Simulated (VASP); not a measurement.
# HfN (Pm-3m) in VASP: notebook, part 2 of 2

VASP 6.6.1. Earlier steps stand in the parts before.

## 3. Relaxation of cell and atoms, r2SCAN+rVV10

Contents of POSCAR:

```
HfN
1.0
    2.8250300000      0.0000000000      0.0000000000
    0.0000000000      2.8250300000      0.0000000000
    0.0000000000      0.0000000000      2.8250300000
Hf N
1 1
Direct
    0.5000000000      0.5000000000      0.5000000000
    0.0000000000      0.0000000000      0.0000000000
```

Contents of INCAR.step1:

```
PREC     = Accurate       # precision mode
ENCUT    = 600            # plane-wave cutoff, eV
ISMEAR   = -1             # smearing method
SIGMA    = 0.05           # smearing width, eV
LREAL    = F              # projectors in reciprocal space
LASPH    = T              # aspherical terms in the spheres
NELM     = 100            # most SCF steps
GGA      = PE             # functional
ALGO     = Normal         # electronic algorithm
EDIFF    = 1E-4           # SCF threshold, eV
LWAVE    = T              # write WAVECAR
LCHARG   = F              # write CHGCAR
```

Contents of INCAR.step2:

```
PREC     = Accurate       # precision mode
ENCUT    = 600            # plane-wave cutoff, eV
EDIFF    = 1E-7           # SCF threshold, eV
ISMEAR   = -1             # smearing method
SIGMA    = 0.05           # smearing width, eV
LREAL    = F              # projectors in reciprocal space
LASPH    = T              # aspherical terms in the spheres
NELM     = 100            # most SCF steps
ALGO     = Normal         # electronic algorithm
ISIF     = 3              # what is computed and relaxed
LWAVE    = F              # write WAVECAR
LCHARG   = F              # write CHGCAR
METAGGA  = R2SCAN         # meta-GGA
LMIXTAU  = T            
LUSE_VDW = T            
IVDW_NL  = 2            
BPARAM   = 11.95        
CPARAM   = 0.0093       
IBRION   = 2              # ionic algorithm
NSW      = 60             # ionic steps
EDIFFG   = -0.01          # ionic threshold
ISTART   = 1
```

Contents of KPOINTS:

```
Automatic mesh
0
Gamma
  9 9 9
```

Potentials or basis: VASP PAW PBE potentials, release 64 (Hf_pv, N).

Started as:

```
cat potpaw_PBE.64/Hf_pv/POTCAR potpaw_PBE.64/N/POTCAR > POTCAR
cp INCAR.step1 INCAR
mpirun -np 1 vasp_std > vasp.out
cp INCAR.step2 INCAR
mpirun -np 1 vasp_std > vasp.out
```

OUTCAR:

```text
PREC = Accurate
   ENCUT = 600
   EDIFF = 1E-7
   ISMEAR = -1
   LREAL = F
   LASPH = T
   NELM = 100
   ISIF = 3
   METAGGA = R2SCAN
   IVDW_NL = 2
   BPARAM = 11.95
   IBRION = 2
   NSW = 60
   EDIFFG = -0.01
   ISTART = 1

 ion  position               nearest neighbor table
   1  0.500  0.500  0.500-   2 2.45   2 2.45   2 2.45   2 2.45   2 2.45   2 2.45   2 2.45   2 2.45

   2  0.000  0.000  0.000-   1 2.45   1 2.45   1 2.45   1 2.45   1 2.45   1 2.45   1 2.45   1 2.45

  LATTYP: Found a simple cubic cell.
 ALAT       =     2.8250300000

  Lattice vectors:

 A1 = (   2.8250300000,   0.0000000000,   0.0000000000)
 A2 = (   0.0000000000,   2.8250300000,   0.0000000000)
 A3 = (   0.0000000000,   0.0000000000,   2.8250300000)

Analysis of symmetry for initial positions (statically):
=====================================================================
 Subroutine PRICEL returns:
 Original cell was already a primitive cell.

 Routine SETGRP: Setting up the symmetry group for a
 simple cubic supercell.

 Subroutine GETGRP returns: Found 48 space group operations
 (whereof 48 operations were pure point group operations)
 out of a pool of 48 trial point group operations.

The static configuration has the point symmetry O_h .

Analysis of symmetry for dynamics (positions and initial velocities):
=====================================================================
 Subroutine PRICEL returns:
 Original cell was already a primitive cell.

 Routine SETGRP: Setting up the symmetry group for a
 simple cubic supercell.

 Subroutine GETGRP returns: Found 48 space group operations
 (whereof 48 operations were pure point group operations)
 out of a pool of 48 trial point group operations.

The dynamic configuration has the point symmetry O_h .

 Subroutine INISYM returns: Found 48 space group operations
 (whereof 48 operations are pure point group operations),
 and found     1 'primitive' translations

----------------------------------------------------------------------------------------

                                     Primitive cell

  volume of cell :      22.5460

  direct lattice vectors                    reciprocal lattice vectors
     2.825030000  0.000000000  0.000000000     0.353978542  0.000000000  0.000000000
     0.000000000  2.825030000  0.000000000     0.000000000  0.353978542  0.000000000
     0.000000000  0.000000000  2.825030000     0.000000000  0.000000000  0.353978542

  length of vectors
     2.825030000  2.825030000  2.825030000     0.353978542  0.353978542  0.353978542

  position of ions in fractional coordinates (direct lattice)
     0.500000000  0.500000000  0.500000000
     0.000000000  0.000000000  0.000000000

  ion indices of the primitive-cell ions
   primitive index   ion index
                 1           1
                 2           2

[... 55 lines left out ...]
   total plane-waves  NPLWV =  13824
   dimension x,y,z NGX =    24 NGY =   24 NGZ =   24
   dimension x,y,z NGXF=    48 NGYF=   48 NGZF=   48
   ions per type =               1   1
   NGX,Y,Z   is equivalent  to a cutoff of  14.12, 14.12, 14.12 a.u.
   NGXF,Y,Z  is equivalent  to a cutoff of  28.25, 28.25, 28.25 a.u.
 SYSTEM =  unknown system
   PREC   = accura    normal or accurate (medium, high low for compatibility)
   ISTART =      1    job   : 0-new  1-cont  2-samecut
   ICHARG =      0    charge: 1-file 2-atom 10-const
   ISPIN  =      1    spin polarized calculation?
   LNONCOLLINEAR =      F non collinear calculations
   LSORBIT =      F    spin-orbit coupling
   LASPH  =      T    aspherical Exc in radial PAW
   ENCUT  =  600.0 eV  44.10 Ry    6.64 a.u.   5.64  5.64  5.64*2*pi/ulx,y,z
   NELM   =    100;   NELMIN=  2; NELMDL=  0     # of ELM steps
   EDIFF  = 0.1E-06   stopping-criterion for ELM
   LREAL  =      F    real-space projection
   EDIFFG = -.1E-01   stopping-criterion for IOM
   NSW    =     60    number of steps for IOM
   IBRION =      2    ionic relax: 0-MD 1-quasi-New 2-CG
   NFREE  =      1    steps in history (QN), initial steepest desc. (CG)
   ISIF   =      3    stress and relaxation
   ISYM   =      2    0-nonsym 1-usesym 2-fastsym
   POTIM  = 0.5000    time-step for ionic-motion
   TEBEG  =    0.0;   TEEND  =   0.0 temperature during run
   PSTRESS=    0.0 pullay stress
   NELECT =      15.0000    total number of electrons
   NUPDOWN=      -1.0000    fix difference up-down
   EMIN   =  10.00;   EMAX   =-10.00  energy-range for DOS
   EFERMI =   0.00;   METHOD = LEGACY
   ISMEAR =    -1;   SIGMA  =   0.05  broadening in eV -4-tet -1-fermi 0-gaus
   EFERMI_NEDOS =   21; number of points for ismear=-14 and -15
   IALGO  =     38    algorithm
   IMIX   =      4    mixing-type and parameters
     AMIX     =   0.40;   BMIX     =  1.00
     AMIX_MAG =   1.60;   BMIX_MAG =  1.00
  volume/ion in A,a.u.               =      11.27        76.07
  Fermi-wavevector in a.u.,A,eV,Ry     =   1.429164  2.700729 27.790047  2.042511
  Thomas-Fermi vector in A             =   2.549148
   LORBIT       =      0    0 simple, 1 ext, 2 COOP (PROOUT), +10 PAW based schemes
   METAGGA = R2SCAN    functional components
   LHFCALC =     F    Hartree Fock is set to
   AEXX    =    0.0000 exact exchange contribution
   IVDW_NL    =     2    kernel type
   BPARAM     =11.9500
   IVDW    =     0    specifies the selected vdW correction
   LEPSILON=     F    determine dielectric tensor
   LRPA    =     F    only Hartree local field effects (RPA)
 conjugate gradient relaxation of ions
 non-spin polarized calculation
  energy-cutoff  :      600.00
  volume of cell :       22.55
 maximum number of plane-waves:       767
 NGX is ok and might be reduce to    24
   NGX = 11   NGY = 11   NGZ = 11

--------------------------------------- Ionic step        1  -------------------------------------------

 number of electron      15.0000000 magnetization

 Free energy of the ion-electron system (eV)
  ---------------------------------------------------
  ext. energy  EPLUGINS =         0.00000000
  ---------------------------------------------------
  free energy    TOTEN  =       -55.93560820 eV

  energy without entropy =      -55.92540030  energy(sigma->0) =      -55.93050425

------------------------ aborting loop because EDIFF is reached ----------------------------------------

  FORCE on cell =-STRESS in cart. coord.  units (eV):
  Direction    XX          YY          ZZ          XY          YZ          ZX
  --------------------------------------------------------------------------------------
  -------------------------------------------------------------------------------------
  Total       -1.2995763     -1.2995763     -1.2995763     -0.0000000      0.0000000     -0.0000000
  in kB      -92.3513338    -92.3513338    -92.3513338     -0.0000000      0.0000000     -0.0000000
  external PRESSURE =     -92.3513338 kB  Pullay stress =       0.0000000 kB
[... 95 lines left out ...]
--------------------------------------- Ionic step        4  -------------------------------------------

 number of electron      15.0000004 magnetization

 Free energy of the ion-electron system (eV)
  ---------------------------------------------------
  ext. energy  EPLUGINS =         0.00000000
  ---------------------------------------------------
  free energy    TOTEN  =       -55.96033345 eV

  energy without entropy =      -55.95057510  energy(sigma->0) =      -55.95545428

 E-fermi :   7.7784     XC(G=0): -14.0189

 val. band max:        7.7199228773   @ k =   0.1111   0.1111   0.0000
 cond. band min:       7.8571754060   @ k =   0.4444   0.2222   0.1111
 fundamental gap:      0.1372525286
 Fermi energy:         7.7784447329

 k-point     1 :       0.0000    0.0000    0.0000
  band No.  band energies     occupation
      1     -23.5673      2.00000
      2     -23.5673      2.00000
      3     -23.5673      2.00000
      4      -9.6139      2.00000
      5       5.1570      2.00000
      6       5.1570      2.00000
      7       6.4844      2.00000
      8       6.4844      2.00000
      9       6.4844      2.00000
     10      12.0708      0.00000
     11      14.5537      0.00000
[... 309 lines left out ...]
 k-point    24 :       0.4444    0.3333    0.1111
  band No.  band energies     occupation
      1     -24.7847      2.00000
      2     -24.4420      2.00000
      3     -23.4922      2.00000
      4      -7.4339      2.00000
      5       2.0502      2.00000
      6       3.0881      2.00000
      7       5.7407      2.00000
      8       7.8746      0.25509
      9      11.3084      0.00000
     10      11.7875      0.00000
     11      13.7287      0.00000

 [... further k-points ...]

------------------------ aborting loop because EDIFF is reached ----------------------------------------

  FORCE on cell =-STRESS in cart. coord.  units (eV):
  Direction    XX          YY          ZZ          XY          YZ          ZX
  --------------------------------------------------------------------------------------
  -------------------------------------------------------------------------------------
  Total       -0.0022938     -0.0022938     -0.0022938      0.0000000      0.0000000      0.0000000
  in kB       -0.1692787     -0.1692787     -0.1692787      0.0000000      0.0000000      0.0000000
  external PRESSURE =      -0.1692787 kB  Pullay stress =       0.0000000 kB
[... 17 lines left out ...]
  FREE ENERGIE OF THE ION-ELECTRON SYSTEM (eV)
  ---------------------------------------------------
  free  energy   TOTEN  =       -55.9603334513 eV

  energy  without entropy=      -55.9505751010  energy(sigma->0) =      -55.95545428

 reached required accuracy - stopping structural energy minimisation
```

Wall time 78 s (1 thread of Intel Xeon 6975P-C (Granite Rapids), shared host); peak memory 0.23 GiB.

Results:

```yaml
Free_energy: -55.9603 eV
Relaxed_volume: 10.86 Å³/atom
Relaxed_cell: a = 2.790 Å, b = 2.790 Å, c = 2.790 Å, α = 90.00°, β = 90.00°, γ = 90.00°
Space_group_after_relaxing_to_0.1_Å: Pm-3m (No. 221)
Energy_gained_by_relaxing: 12.4 meV/atom
Ionic_steps: 4
Pressure_after_relaxing: 0.0 GPa
Band_gap_on_the_k_mesh: zero (an odd number of electrons rules out a gap without spin polarisation)
```

Step by step:
```csv
step,energy change (eV),largest force (eV/Å),pressure (GPa),volume (Å³)
1,0.0000,0.0000,-9.24,22.55
2,0.0382,0.0000,17.28,20.49
3,-0.0247,0.0000,-0.24,21.73
4,-0.0247,0.0000,-0.02,21.71
```

Final structure:
```yaml
crystal:
  lattice:
    - [2.78969, 0.00000, 0.00000]
    - [0.00000, 2.78969, 0.00000]
    - [0.00000, 0.00000, 2.78969]
  atoms:
    - { symbol: Hf, position: [0.50000, 0.50000, 0.50000] }
    - { symbol: N, position: [0.00000, 0.00000, 0.00000] }
```

Caveat: the PAW data sets were made with another functional, which shifts forces and pressure a little; spin-orbit coupling is left out, which moves the levels of the heavy elements.
